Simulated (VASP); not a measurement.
# PbSe (Fmmm) in VASP: single point with PBE

Aim: the single point of PbSe with PBE.

Program: VASP 6.6.1. These are calculated values, not measurements. Logs are shortened: lines on timing, memory, paths and dates and some standing lists are left out, and cuts for length are marked.

## 1. The cell of the first run

Symmetry: Fmmm, No. 69, orthorhombic system. The conventional cell has a = 6.094 Å, b = 6.124 Å, c = 6.155 Å, α = 90.00°, β = 90.00°, γ = 90.00°. Within 4.0 Å of Pb (site symmetry mmm) lie 6 Se at 3.05 to 3.08 Å. Se (site symmetry mmm) has 6 Pb at 3.05 to 3.08 Å within 4.0 Å.

## 2. Single point, PBE (strain +0.0050 x Voigt [1, -1, 0, 0, 0, 0])

File INCAR:

```
SYSTEM = PbSe
PREC = Accurate
ENCUT = 520
EDIFF = 1E-6
ISMEAR = 0
SIGMA = 0.03
LREAL = .FALSE.
LASPH = .TRUE.
NELM = 60
ALGO = Normal
ISIF = 2
LWAVE = .FALSE.
LCHARG = .FALSE.
GGA = PE
NBANDS = 17
```

File KPOINTS:

```
regular mesh
0
G
  10 10 10
  0 0 0
```

File POSCAR:

```
PbSe
1.0
    0.0000000000      3.0468392500      3.0621500000
    3.0774607500      0.0000000000      3.0621500000
    3.0774607500      3.0468392500      0.0000000000
Pb Se
1 1
Direct
    0.0000000000      0.0000000000      0.0000000000
    0.5000000000      0.5000000000      0.5000000000
```

Potentials or basis: VASP PAW PBE potentials, release 64 (Pb_d, Se).

Launch:

```sh
cat potpaw_PBE.64/Pb_d/POTCAR potpaw_PBE.64/Se/POTCAR > POTCAR
mpirun -np 1 vasp_std > vasp.out
```

OUTCAR:

```text
SYSTEM = PbSe
   PREC = Accurate
   ENCUT = 520
   EDIFF = 1E-6
   ISMEAR = 0
   LREAL = .FALSE.
   LASPH = .TRUE.
   NELM = 60
   ISIF = 2
   GGA = PE

 ion  position               nearest neighbor table
   1  0.000  0.000  0.000-   2 3.05   2 3.05   2 3.06   2 3.06   2 3.08   2 3.08
   2  0.500  0.500  0.500-   1 3.05   1 3.05   1 3.06   1 3.06   1 3.08   1 3.08

  LATTYP: Found a face centered orthorhombic cell.
 ALAT       =     6.0936785000
 B/A-ratio  =     1.0050251256
 C/A-ratio  =     1.0100502513

  Lattice vectors:

 A1 = (  -3.0774607500,   0.0000000000,  -3.0621500000)
 A2 = (  -3.0774607500,   3.0468392500,   0.0000000000)
 A3 = (   0.0000000000,   3.0468392500,  -3.0621500000)

Analysis of symmetry for initial positions (statically):
=====================================================================
 Subroutine PRICEL returns:
 Original cell was already a primitive cell.

 Routine SETGRP: Setting up the symmetry group for a
 face centered orthorhombic supercell.

 Subroutine GETGRP returns: Found  8 space group operations
 (whereof  8 operations were pure point group operations)
 out of a pool of  8 trial point group operations.

The static configuration has the point symmetry D_2h.

Analysis of symmetry for dynamics (positions and initial velocities):
=====================================================================
 Subroutine PRICEL returns:
 Original cell was already a primitive cell.

 Routine SETGRP: Setting up the symmetry group for a
 face centered orthorhombic supercell.

 Subroutine GETGRP returns: Found  8 space group operations
 (whereof  8 operations were pure point group operations)
 out of a pool of  8 trial point group operations.

The dynamic configuration has the point symmetry D_2h.

 Subroutine INISYM returns: Found  8 space group operations
 (whereof  8 operations are pure point group operations),
 and found     1 'primitive' translations

----------------------------------------------------------------------------------------

                                     Primitive cell

  volume of cell :      57.4247

  direct lattice vectors                    reciprocal lattice vectors
     0.000000000  3.046839250  3.062150000    -0.162471609  0.164104490  0.163283967
     3.077460750  0.000000000  3.062150000     0.162471609 -0.164104490  0.163283967
     3.077460750  3.046839250  0.000000000     0.162471609  0.164104490 -0.163283967

  length of vectors
     4.319721292  4.341373894  4.330588191     0.282823198  0.282823198  0.282823198

  position of ions in fractional coordinates (direct lattice)
     0.000000000  0.000000000  0.000000000
     0.500000000  0.500000000  0.500000000

  ion indices of the primitive-cell ions
   primitive index   ion index
                 1           1
                 2           2

----------------------------------------------------------------------------------------

 KPOINTS: regular mesh

Automatic generation of k-mesh.
 Grid dimensions read from file:
 generate k-points for:   10   10   10

 Generating k-lattice:

  Cartesian coordinates                     Fractional coordinates (reciprocal lattice)
    -0.016247161  0.016410449  0.016328397     0.100000000  0.000000000 -0.000000000
     0.016247161 -0.016410449  0.016328397     0.000000000  0.100000000  0.000000000
     0.016247161  0.016410449 -0.016328397    -0.000000000  0.000000000  0.100000000

  Length of vectors
     0.028282320  0.028282320  0.028282320

  Shift w.r.t. Gamma in fractional coordinates (k-lattice)
     0.000000000  0.000000000  0.000000000

 Subroutine IBZKPT returns following result:
 ===========================================

 Found    171 irreducible k-points:

 Following reciprocal coordinates:
            Coordinates               Weight
  0.000000  0.000000  0.000000      1.000000
  0.100000  0.000000  0.000000      8.000000
  0.200000  0.000000  0.000000      8.000000
  0.300000 -0.000000  0.000000      8.000000
  0.400000  0.000000 -0.000000      8.000000
  0.500000  0.000000  0.000000      4.000000
[... 16 lines left out ...]
  0.300000  0.300000  0.000000      2.000000
  0.400000  0.300000 -0.000000      8.000000
 [... further k-points ...]
   k-points           NKPTS =    171   k-points in BZ     NKDIM =    171   number of bands    NBANDS=     17
   number of dos      NEDOS =    301   number of ions     NIONS =      2
   total plane-waves  NPLWV =  32768
   dimension x,y,z NGX =    32 NGY =   32 NGZ =   32
   dimension x,y,z NGXF=    64 NGYF=   64 NGZF=   64
   ions per type =               1   1
   NGX,Y,Z   is equivalent  to a cutoff of  12.32, 12.25, 12.28 a.u.
   NGXF,Y,Z  is equivalent  to a cutoff of  24.63, 24.51, 24.57 a.u.
 SYSTEM =  PbSe
   PREC   = accura    normal or accurate (medium, high low for compatibility)
   ISTART =      0    job   : 0-new  1-cont  2-samecut
   ICHARG =      2    charge: 1-file 2-atom 10-const
   ISPIN  =      1    spin polarized calculation?
   LNONCOLLINEAR =      F non collinear calculations
   LSORBIT =      F    spin-orbit coupling
   LASPH  =      T    aspherical Exc in radial PAW
   ENCUT  =  520.0 eV  38.22 Ry    6.18 a.u.   8.03  8.07  8.05*2*pi/ulx,y,z
   NELM   =     60;   NELMIN=  2; NELMDL= -5     # of ELM steps
   EDIFF  = 0.1E-05   stopping-criterion for ELM
   LREAL  =      F    real-space projection
   EDIFFG = 0.1E-04   stopping-criterion for IOM
   NSW    =      0    number of steps for IOM
   IBRION =     -1    ionic relax: 0-MD 1-quasi-New 2-CG
   NFREE  =      0    steps in history (QN), initial steepest desc. (CG)
   ISIF   =      2    stress and relaxation
   ISYM   =      2    0-nonsym 1-usesym 2-fastsym
   POTIM  = 0.5000    time-step for ionic-motion
   TEBEG  =    0.0;   TEEND  =   0.0 temperature during run
   PSTRESS=    0.0 pullay stress
   NELECT =      20.0000    total number of electrons
   NUPDOWN=      -1.0000    fix difference up-down
   EMIN   =  10.00;   EMAX   =-10.00  energy-range for DOS
   EFERMI =   0.00;   METHOD = LEGACY
   ISMEAR =     0;   SIGMA  =   0.03  broadening in eV -4-tet -1-fermi 0-gaus
   EFERMI_NEDOS =   21; number of points for ismear=-14 and -15
   IALGO  =     38    algorithm
   IMIX   =      4    mixing-type and parameters
     AMIX     =   0.40;   BMIX     =  1.00
     AMIX_MAG =   1.60;   BMIX_MAG =  1.00
  volume/ion in A,a.u.               =      28.71       193.76
  Fermi-wavevector in a.u.,A,eV,Ry     =   1.151822  2.176628 18.050763  1.326694
  Thomas-Fermi vector in A             =   2.288477
   LORBIT       =      0    0 simple, 1 ext, 2 COOP (PROOUT), +10 PAW based schemes
   GGA     = PE    functional components
   LHFCALC =     F    Hartree Fock is set to
   AEXX    =    0.0000 exact exchange contribution
   IVDW    =     0    specifies the selected vdW correction
   LEPSILON=     F    determine dielectric tensor
   LRPA    =     F    only Hartree local field effects (RPA)
 non-spin polarized calculation
 Gauss-broadening in eV      SIGMA  =   0.03
  energy-cutoff  :      520.00
  volume of cell :       57.42
 maximum number of plane-waves:      1576
   NGX = 17   NGY = 17   NGZ = 17

 number of electron      19.9999999 magnetization

 Free energy of the ion-electron system (eV)
  ---------------------------------------------------
  ext. energy  EPLUGINS =         0.00000000
  ---------------------------------------------------
  free energy    TOTEN  =        -8.17766282 eV

  energy without entropy =       -8.17766282  energy(sigma->0) =       -8.17766282

 E-fermi :   5.2243     XC(G=0):  -9.5231

 val. band max:        5.0528810403   @ k =   0.5000   0.0000   0.0000
 cond. band min:       5.3467082295   @ k =   0.5000   0.0000   0.0000
 fundamental gap:      0.2938271892
 Fermi energy:         5.2242918287

 k-point     1 :       0.0000    0.0000    0.0000
  band No.  band energies     occupation
      1     -11.7845      2.00000
      2     -11.7831      2.00000
      3     -11.7817      2.00000
      4     -11.7816      2.00000
      5     -11.7765      2.00000
      6      -8.5303      2.00000
[... 9 lines left out ...]
     16      11.6008      0.00000
     17      13.2302      0.00000

 k-point     2 :       0.1000    0.0000    0.0000
  band No.  band energies     occupation
      1     -11.7842      2.00000
      2     -11.7834      2.00000
      3     -11.7820      2.00000
      4     -11.7788      2.00000
      5     -11.7772      2.00000
      6      -8.4542      2.00000
[... 9 lines left out ...]
     16      11.8129      0.00000
     17      14.0117      0.00000

 k-point     3 :       0.2000    0.0000    0.0000
  band No.  band energies     occupation
      1     -11.7899      2.00000
      2     -11.7869      2.00000
      3     -11.7819      2.00000
      4     -11.7712      2.00000
      5     -11.7705      2.00000
      6      -8.2376      2.00000
[... 9 lines left out ...]
     16      12.3814      0.00000
     17      15.4480      0.00000

 k-point     4 :       0.3000   -0.0000    0.0000
  band No.  band energies     occupation
      1     -11.7971      2.00000
      2     -11.7942      2.00000
      3     -11.7810      2.00000
      4     -11.7616      2.00000
      5     -11.7601      2.00000
      6      -7.9230      2.00000
[... 9 lines left out ...]
     16      13.2524      0.00000
     17      16.8198      0.00000

 k-point     5 :       0.4000    0.0000   -0.0000
  band No.  band energies     occupation
      1     -11.8030      2.00000
      2     -11.8003      2.00000
      3     -11.7804      2.00000
      4     -11.7538      2.00000
      5     -11.7517      2.00000
      6      -7.6090      2.00000
[... 9 lines left out ...]
     16      14.3753      0.00000
     17      16.1969      0.00000

 k-point     6 :       0.5000    0.0000    0.0000
  band No.  band energies     occupation
      1     -11.8052      2.00000
      2     -11.8027      2.00000
      3     -11.7802      2.00000
      4     -11.7507      2.00000
      5     -11.7485      2.00000
      6      -7.4670      2.00000
[... 9 lines left out ...]
     16      15.2113      0.00000
     17      15.2548      0.00000

 k-point     7 :       0.1000    0.1000    0.0000
  band No.  band energies     occupation
      1     -11.7857      2.00000
      2     -11.7848      2.00000
      3     -11.7807      2.00000
      4     -11.7775      2.00000
      5     -11.7769      2.00000
      6      -8.4281      2.00000
[... 9 lines left out ...]
     16      12.2641      0.00000
     17      13.7061      0.00000

 k-point     8 :       0.2000    0.1000    0.0000
  band No.  band energies     occupation
      1     -11.7937      2.00000
      2     -11.7850      2.00000
      3     -11.7812      2.00000
      4     -11.7741      2.00000
      5     -11.7693      2.00000
      6      -8.2562      2.00000
[... 9 lines left out ...]
     16      12.8900      0.00000
     17      14.5632      0.00000
[... 203 lines left out ...]
      1     -11.8360      2.00000
      2     -11.7878      2.00000
      3     -11.7795      2.00000
      4     -11.7585      2.00000
      5     -11.7466      2.00000
      6      -7.3510      2.00000
[... 9 lines left out ...]
     16      15.5567      0.00000
     17      16.0068      0.00000

 k-point    20 :      -0.4000    0.2000    0.0000
  band No.  band energies     occupation
      1     -11.8292      2.00000
      2     -11.7927      2.00000
      3     -11.7736      2.00000
      4     -11.7602      2.00000
      5     -11.7503      2.00000
      6      -7.3156      2.00000
[... 9 lines left out ...]
     16      14.3416      0.00000
     17      16.6911      0.00000

 k-point    21 :      -0.3000    0.2000   -0.0000
  band No.  band energies     occupation
      1     -11.8163      2.00000
      2     -11.7946      2.00000
      3     -11.7739      2.00000
      4     -11.7601      2.00000
      5     -11.7581      2.00000
      6      -7.5104      2.00000
[... 9 lines left out ...]
     16      14.6659      0.00000
     17      15.8319      0.00000

 k-point    22 :      -0.2000    0.2000   -0.0000
  band No.  band energies     occupation
      1     -11.8022      2.00000
      2     -11.7936      2.00000
      3     -11.7785      2.00000
      4     -11.7665      2.00000
      5     -11.7598      2.00000
      6      -7.8092      2.00000
[... 9 lines left out ...]
     16      14.5885      0.00000
     17      15.2047      0.00000

 k-point    23 :       0.3000    0.3000    0.0000
  band No.  band energies     occupation
      1     -11.8482      2.00000
      2     -11.7949      2.00000
      3     -11.7668      2.00000
      4     -11.7572      2.00000
      5     -11.7521      2.00000
      6      -7.6957      2.00000
[... 9 lines left out ...]
     16      15.1667      0.00000
     17      15.5806      0.00000

 k-point    24 :       0.4000    0.3000   -0.0000
  band No.  band energies     occupation
      1     -11.8651      2.00000
      2     -11.7948      2.00000
      3     -11.7683      2.00000
      4     -11.7516      2.00000
      5     -11.7455      2.00000
      6      -7.4495      2.00000
[... 9 lines left out ...]
     16      15.8115      0.00000
     17      16.5151      0.00000

 [... further k-points ...]

------------------------ aborting loop because EDIFF is reached ----------------------------------------

  FORCE on cell =-STRESS in cart. coord.  units (eV):
  Direction    XX          YY          ZZ          XY          YZ          ZX
  --------------------------------------------------------------------------------------
  -------------------------------------------------------------------------------------
  Total        0.6125463      1.0715449      0.8351770      0.0000000     -0.0000000      0.0000000
  in kB       17.0903497     29.8966427     23.3018588      0.0000000     -0.0000000      0.0000000
  external PRESSURE =      23.4296171 kB  Pullay stress =       0.0000000 kB

 VOLUME and BASIS-vectors are now :
 -----------------------------------------------------------------------------
  energy-cutoff  :      520.00
  volume of cell :       57.42
      direct lattice vectors                 reciprocal lattice vectors
     0.000000000  3.046839250  3.062150000    -0.162471609  0.164104490  0.163283967
     3.077460750  0.000000000  3.062150000     0.162471609 -0.164104490  0.163283967
     3.077460750  3.046839250  0.000000000     0.162471609  0.164104490 -0.163283967

 POSITION                                       TOTAL-FORCE (eV/Angst)
 -----------------------------------------------------------------------------------
      0.00000      0.00000      0.00000         0.000000     -0.000000      0.000000
      3.07746      3.04684      3.06215        -0.000000      0.000000     -0.000000
 -----------------------------------------------------------------------------------
    total drift:                                0.000000     -0.000000     -0.000000

  FREE ENERGIE OF THE ION-ELECTRON SYSTEM (eV)
  ---------------------------------------------------
  free  energy   TOTEN  =        -8.1776628249 eV

  energy  without entropy=       -8.1776628249  energy(sigma->0) =       -8.17766282
```

It took 2.5 min on 1 thread of Intel Xeon 8259CL, shared host; peak memory 0.31 GiB.

Results:

- Free energy: -8.1777 eV
- Pressure: 2.3 GPa
- Band gap on the k mesh: 0.29 eV

Caveat: the cell differs from its parent crystal (strain +0.0050 x Voigt [1, -1, 0, 0, 0, 0]); spin-orbit coupling is left out, which moves the levels of the heavy elements.
